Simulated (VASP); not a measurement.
Input of a VASP 6.6.1 run:

Contents of INCAR:

```
SYSTEM = BAs
ALGO = Normal
EDIFF = 1E-6
ENCUT = 520
GGA = PE
ISIF = 2
ISMEAR = 0
LASPH = .True.
LCHARG = .False.
LREAL = .False.
LWAVE = .False.
NBANDS = 11
NELM = 80
PREC = Accurate
SIGMA = 0.1
```

KPOINTS

```
k-points
0
Gamma
  6 6 6
  0 0 0
```

The input POSCAR:

```
BAs
1.0
    0.0000000000      2.3089380189      2.3089380189
    2.3089380189      0.0000000000      2.3089380189
    2.3089380189      2.3089380189      0.0000000000
B As
1 1
Direct
    0.5000000000      0.5000000000      0.5000000000
    0.0000000000      0.0000000000      0.0000000000
```

Potentials or basis: VASP PAW PBE potentials, release 64 (B, As).

Command:

```bash
$ cat potpaw_PBE.64/B/POTCAR potpaw_PBE.64/As/POTCAR > POTCAR
$ mpirun -np 1 vasp_std > vasp.out
```

Estimate the band gap on the k mesh.

zero (band 4 reaches 8.73 eV, above the bottom of band 5 at 3.85 eV).

Estimate the pressure.

0.1 GPa.

Caveat: the k points lie up to 0.39 Å⁻¹ apart.
